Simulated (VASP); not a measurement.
The system is Sn.

```
Sn
1.0
    -2.94014    2.94014    1.59930
     2.94014   -2.94014    1.59930
     2.94014    2.94014   -1.59930
Sn
2
Direct
  0.00000 0.00000 0.00000
  0.75000 0.25000 0.50000
```

| Quantity | Value |
| --- | --- |
| Program | VASP 6.6.1 |
| Task | relaxation of cell and atoms |
| Functional | PBEsol |
| Dispersion | D3(BJ) |
| Potentials or basis | VASP PAW PBE potentials, release 64 (Sn_d) |
| Cutoff | 600 eV |
| k mesh | 9 × 9 × 9 |
| Occupations | fermi-dirac, width 0.05 eV |
| Spin | no spin polarisation |

At the start: pressure -3.7 GPa; volume 27.65 Å³/atom.

**Question.** How do energy, volume and symmetry change on relaxing?

**Answer.** Over 8 steps the energy falls by 23.8 meV/atom and the volume is 25.79 Å³/atom (-6.7 %); space group I4_1/amd (No. 141, to 0.05 Å).

The path:
| step | energy change (eV) | largest force (eV/Å) | pressure (GPa) | volume (Å³) |
| --- | --- | --- | --- | --- |
| 1 | 0.0000 | 0.0000 | -3.74 | 55.30 |
| 2 | -0.0412 | 0.0000 | 1.63 | 50.29 |
| 3 | -0.0473 | 0.0000 | 0.03 | 51.52 |
| 4 | -0.0472 | 0.0000 | -0.06 | 51.60 |
| 5 | -0.0476 | 0.0000 | -0.09 | 51.59 |
| 6 | -0.0476 | 0.0000 | -0.09 | 51.59 |
| 7 | -0.0476 | 0.0000 | -0.10 | 51.58 |
| 8 | -0.0476 | 0.0000 | -0.08 | 51.58 |

Final structure:
```yaml
crystal:
  lattice:
    - [-2.88141, 2.88141, 1.55327]
    - [2.88141, -2.88141, 1.55327]
    - [2.88141, 2.88141, -1.55327]
  atoms:
    - { symbol: Sn, position: [0.00000, 0.00000, 0.00000] }
    - { symbol: Sn, position: [0.75000, 0.25000, 0.50000] }
```

Caveat: the PAW data sets were made with another functional, which shifts forces and pressure a little; pairwise dispersion overbinds metals, which lowers pressure and volume.
